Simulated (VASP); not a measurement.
# MgSiH2O4 (Pm) in VASP: further runs, part 2 of 2

VASP 6.6.1.

## 3. Relaxation of cell and atoms, PBE

This run uses another cell than the first one, of 7.43 Å³/atom.

Input file INCAR:

```
SYSTEM = MgSiH2O4
PREC     = Accurate       ! precision mode
ENCUT    = 600            ! plane-wave cutoff, eV
EDIFF    = 1E-6           ! SCF threshold, eV
ISMEAR   = 0              ! smearing method
SIGMA    = 0.02           ! smearing width, eV
LREAL    = .False.        ! projectors in reciprocal space
LASPH    = .True.         ! aspherical terms in the spheres
NELM     = 60             ! most SCF steps
ALGO     = Normal         ! electronic algorithm
ISIF     = 3              ! what is computed and relaxed
LWAVE    = .False.        ! write WAVECAR
LCHARG   = .False.        ! write CHGCAR
GGA      = PE             ! functional
IBRION   = 2              ! ionic algorithm
NSW      = 100            ! ionic steps
EDIFFG   = -0.01          ! ionic threshold
```

Input file KPOINTS:

```
Automatic mesh
0
Gamma
  6 8 6
  0 0 0
```

Input file POSCAR:

```
MgSiH2O4
1.0
    4.3350540000      0.0000000000      0.0000000000
    0.0000000000      2.8596080000      0.0000000000
   -0.2798850000      0.0000000000      4.7929770000
Mg Si H O
1 1 2 4
Direct
    0.5003580000      0.5000000000      0.4753870000
    0.0009840000      0.0000000000      0.0024690000
    0.9785170000      0.0000000000      0.5169080000
    0.4653540000      0.5000000000      0.9714580000
    0.2237060000      0.0000000000      0.3090920000
    0.2480940000      0.5000000000      0.8594230000
    0.8025930000      0.0000000000      0.6586460000
    0.7718940000      0.5000000000      0.1064160000
```

Potentials or basis: VASP PAW PBE potentials, release 64 (Mg, Si, H, O).

Launch:

```sh
$ cat potpaw_PBE.64/Mg/POTCAR potpaw_PBE.64/Si/POTCAR potpaw_PBE.64/H/POTCAR potpaw_PBE.64/O/POTCAR > POTCAR
$ mpirun -np 1 vasp_std > vasp.out
```

OUTCAR:

```text
SYSTEM = MgSiH2O4
   PREC = Accurate
   ENCUT = 600
   EDIFF = 1E-6
   ISMEAR = 0
   LREAL = .False.
   LASPH = .True.
   NELM = 60
   ISIF = 3
   GGA = PE
   IBRION = 2
   NSW = 100
   EDIFFG = -0.01

 ion  position               nearest neighbor table
   1  0.500  0.500  0.475-   5 2.00   5 2.00   7 2.10   7 2.10   8 2.18   6 2.20   2 3.36   2 3.36

   2  0.001  0.000  0.002-   5 1.71   7 1.82   8 1.83   8 1.83   6 1.94   6 1.94   1 3.36   1 3.36

   3  0.979  0.000  0.517-   7 1.05
   4  0.465  0.500  0.971-   6 1.06
   5  0.224  0.000  0.309-   2 1.71   1 2.00   1 2.00
   6  0.248  0.500  0.859-   4 1.06   2 1.94   2 1.94   1 2.20
   7  0.803  0.000  0.659-   3 1.05   2 1.82   1 2.10   1 2.10
   8  0.772  0.500  0.106-   2 1.83   2 1.83   1 2.18

  LATTYP: Found a simple monoclinic cell.
 ALAT       =     4.3350540000
 B/A-ratio  =     0.6596476076
 C/A-ratio  =     1.1075160682
 COS(beta)  =    -0.0582955060

  Lattice vectors:

 A1 = (   4.3350540000,   0.0000000000,   0.0000000000)
 A2 = (   0.0000000000,   2.8596080000,   0.0000000000)
 A3 = (  -0.2798850000,   0.0000000000,   4.7929770000)

Analysis of symmetry for initial positions (statically):
=====================================================================
 Subroutine PRICEL returns:
 Original cell was already a primitive cell.

 Routine SETGRP: Setting up the symmetry group for a
 simple monoclinic supercell.

 Subroutine GETGRP returns: Found  2 space group operations
 (whereof  2 operations were pure point group operations)
 out of a pool of  4 trial point group operations.

The static configuration has the point symmetry C_1h.

Analysis of symmetry for dynamics (positions and initial velocities):
=====================================================================
 Subroutine PRICEL returns:
 Original cell was already a primitive cell.

 Routine SETGRP: Setting up the symmetry group for a
 simple monoclinic supercell.

 Subroutine GETGRP returns: Found  2 space group operations
 (whereof  2 operations were pure point group operations)
 out of a pool of  4 trial point group operations.

The dynamic configuration has the point symmetry C_1h.

 Subroutine INISYM returns: Found  2 space group operations
 (whereof  2 operations are pure point group operations),
 and found     1 'primitive' translations

----------------------------------------------------------------------------------------

                                     Primitive cell

  volume of cell :      59.4164

  direct lattice vectors                    reciprocal lattice vectors
     4.335054000  0.000000000  0.000000000     0.230677634  0.000000000  0.013470378
     0.000000000  2.859608000  0.000000000     0.000000000  0.349698280  0.000000000
    -0.279885000  0.000000000  4.792977000     0.000000000  0.000000000  0.208638598

  length of vectors
     4.335054000  2.859608000  4.801141962     0.231070599  0.349698280  0.208638598

  position of ions in fractional coordinates (direct lattice)
     0.500358000  0.500000000  0.475387000
     0.000984000  0.000000000  0.002469000
     0.978517000  0.000000000  0.516908000
     0.465354000  0.500000000  0.971458000
     0.223706000  0.000000000  0.309092000
[... 79 lines left out ...]
   ICHARG =      2    charge: 1-file 2-atom 10-const
   ISPIN  =      1    spin polarized calculation?
   LNONCOLLINEAR =      F non collinear calculations
   LSORBIT =      F    spin-orbit coupling
   LASPH  =      T    aspherical Exc in radial PAW
   ENCUT  =  600.0 eV  44.10 Ry    6.64 a.u.   8.66  5.71  9.59*2*pi/ulx,y,z
   NELM   =     60;   NELMIN=  2; NELMDL= -5     # of ELM steps
   EDIFF  = 0.1E-05   stopping-criterion for ELM
   LREAL  =      F    real-space projection
   EDIFFG = -.1E-01   stopping-criterion for IOM
   NSW    =    100    number of steps for IOM
   IBRION =      2    ionic relax: 0-MD 1-quasi-New 2-CG
   NFREE  =      1    steps in history (QN), initial steepest desc. (CG)
   ISIF   =      3    stress and relaxation
   ISYM   =      2    0-nonsym 1-usesym 2-fastsym
   POTIM  = 0.5000    time-step for ionic-motion
   TEBEG  =    0.0;   TEEND  =   0.0 temperature during run
   PSTRESS=    0.0 pullay stress
   NELECT =      32.0000    total number of electrons
   NUPDOWN=      -1.0000    fix difference up-down
   EMIN   =  10.00;   EMAX   =-10.00  energy-range for DOS
   EFERMI =   0.00;   METHOD = LEGACY
   ISMEAR =     0;   SIGMA  =   0.02  broadening in eV -4-tet -1-fermi 0-gaus
   EFERMI_NEDOS =   21; number of points for ismear=-14 and -15
   IALGO  =     38    algorithm
   IMIX   =      4    mixing-type and parameters
     AMIX     =   0.40;   BMIX     =  1.00
     AMIX_MAG =   1.60;   BMIX_MAG =  1.00
  volume/ion in A,a.u.               =       7.43        50.12
  Fermi-wavevector in a.u.,A,eV,Ry     =   1.331954  2.517029 24.138132  1.774103
  Thomas-Fermi vector in A             =   2.460926
   LORBIT       =      0    0 simple, 1 ext, 2 COOP (PROOUT), +10 PAW based schemes
   GGA     = PE    functional components
   LHFCALC =     F    Hartree Fock is set to
   AEXX    =    0.0000 exact exchange contribution
   IVDW    =     0    specifies the selected vdW correction
   LEPSILON=     F    determine dielectric tensor
   LRPA    =     F    only Hartree local field effects (RPA)
 conjugate gradient relaxation of ions
 non-spin polarized calculation
 Gauss-broadening in eV      SIGMA  =   0.02
  energy-cutoff  :      600.00
  volume of cell :       59.42
 maximum number of plane-waves:      2008
 NGX is ok and might be reduce to    36
   NGX = 17   NGY = 11   NGZ = 19

--------------------------------------- Ionic step        1  -------------------------------------------

 number of electron      32.0000005 magnetization

 Free energy of the ion-electron system (eV)
  ---------------------------------------------------
  ext. energy  EPLUGINS =         0.00000000
  ---------------------------------------------------
  free energy    TOTEN  =       -49.71684101 eV

  energy without entropy =      -49.71684101  energy(sigma->0) =      -49.71684101

------------------------ aborting loop because EDIFF is reached ----------------------------------------

  FORCE on cell =-STRESS in cart. coord.  units (eV):
  Direction    XX          YY          ZZ          XY          YZ          ZX
  --------------------------------------------------------------------------------------
  -------------------------------------------------------------------------------------
  Total       -0.2143577     -0.2409744     -0.1820379      0.0000000      0.0000000     -0.0985398
  in kB       -5.7802072     -6.4979315     -4.9086943      0.0000000      0.0000000     -2.6571477
  external PRESSURE =      -5.7289443 kB  Pullay stress =       0.0000000 kB
[... 107 lines left out ...]
  FREE ENERGIE OF THE ION-ELECTRON SYSTEM (eV)
  ---------------------------------------------------
  free  energy   TOTEN  =       -49.7178401047 eV

  energy  without entropy=      -49.7178401047  energy(sigma->0) =      -49.71784010

[... ionic steps 4 to 13 ...]

--------------------------------------- Ionic step       14  -------------------------------------------

 number of electron      32.0000003 magnetization

------------------------ aborting loop because EDIFF is reached ----------------------------------------
[... 79 lines left out ...]
--------------------------------------- Ionic step       16  -------------------------------------------

 number of electron      32.0000003 magnetization

 Free energy of the ion-electron system (eV)
  ---------------------------------------------------
  ext. energy  EPLUGINS =         0.00000000
  ---------------------------------------------------
  free energy    TOTEN  =       -49.72037331 eV

  energy without entropy =      -49.72037331  energy(sigma->0) =      -49.72037331

 E-fermi :   4.1152     XC(G=0): -11.1230

 val. band max:        3.9817247417   @ k =   0.0000   0.0000   0.5000
 cond. band min:       8.7718075010   @ k =   0.0000   0.0000   0.0000
 fundamental gap:      4.7900827593
 Fermi energy:         4.1152065290

 k-point     1 :       0.0000    0.0000    0.0000
  band No.  band energies     occupation
      1     -16.4335      2.00000
      2     -14.1653      2.00000
      3     -13.4862      2.00000
      4     -12.5742      2.00000
      5      -4.4386      2.00000
      6      -2.8593      2.00000
[... 565 lines left out ...]
     20      13.5834      0.00000
     21      15.5838      0.00000

 [... further k-points ...]

------------------------ aborting loop because EDIFF is reached ----------------------------------------

  FORCE on cell =-STRESS in cart. coord.  units (eV):
  Direction    XX          YY          ZZ          XY          YZ          ZX
  --------------------------------------------------------------------------------------
  -------------------------------------------------------------------------------------
  Total       -0.0038336      0.0061002     -0.0017733      0.0000000      0.0000000     -0.0012986
  in kB       -0.1034604      0.1646318     -0.0478577      0.0000000      0.0000000     -0.0350451
  external PRESSURE =       0.0044379 kB  Pullay stress =       0.0000000 kB
[... 23 lines left out ...]
  FREE ENERGIE OF THE ION-ELECTRON SYSTEM (eV)
  ---------------------------------------------------
  free  energy   TOTEN  =       -49.7203733090 eV

  energy  without entropy=      -49.7203733090  energy(sigma->0) =      -49.72037331

 reached required accuracy - stopping structural energy minimisation
```

Run time: 4.9 min. Hardware: 1 thread of Intel Xeon 6975P-C (Granite Rapids), shared host; peak memory 0.3 GiB.

Results:

- Free energy: -49.7204 eV
- Relaxed volume: 7.42 Å³/atom
- Relaxed cell: a = 4.336 Å, b = 2.857 Å, c = 4.800 Å, α = 90.00°, β = 93.27°, γ = 90.00°
- Space group after relaxing (to 0.1 Å): Pm (No. 6)
- Energy gained by relaxing: 0.4 meV/atom
- Ionic steps: 16
- Pressure after relaxing: 0.0 GPa
- Largest force after relaxing: 0.005 eV/Å
- Band gap on the k mesh: 4.79 eV (least direct gap 4.82 eV)

Forces in eV/Å, atoms in the order of the input:
```
Mg   0.002  0.000  0.000
Si   0.005  0.000  0.000
H   -0.002  0.000  0.003
H   -0.003  0.000 -0.002
O   -0.002  0.000  0.000
O   -0.004  0.000  0.001
O    0.005  0.000 -0.001
O   -0.001  0.000 -0.001
```

The path:
```tsv
step	energy change (eV)	largest force (eV/Å)	pressure (GPa)	volume (Å³)
1	0.0000	0.1171	-0.57	59.42
2	-0.0006	0.2434	0.28	59.19
3	-0.0010	0.1168	-0.05	59.28
4	-0.0019	0.0472	0.29	59.15
5	-0.0020	0.0655	0.42	59.10
6	-0.0028	0.0469	0.22	59.18
7	-0.0030	0.0594	0.11	59.22
8	-0.0033	0.0497	0.07	59.32
9	-0.0033	0.0408	0.08	59.30
10	-0.0034	0.0510	-0.11	59.40
11	-0.0035	0.0208	-0.05	59.36
12	-0.0035	0.0136	0.01	59.36
13	-0.0035	0.0161	0.01	59.36
14	-0.0035	0.0149	0.01	59.36
15	-0.0035	0.0110	0.01	59.36
16	-0.0035	0.0049	0.00	59.37
```

Final structure:
```
Mg Si H O
1.0
     4.33643    0.00000    0.00276
     0.00000    2.85700    0.00000
    -0.27692    0.00000    4.79166
Mg Si H O
1 1 2 4
Direct
  0.50146 0.50000 0.47329
  0.00131 0.00000 0.00425
  0.97640 0.00000 0.52073
  0.46152 0.50000 0.96886
  0.22785 0.00000 0.30716
  0.24813 0.50000 0.85678
  0.80105 0.00000 0.66043
  0.77379 0.50000 0.10831
```
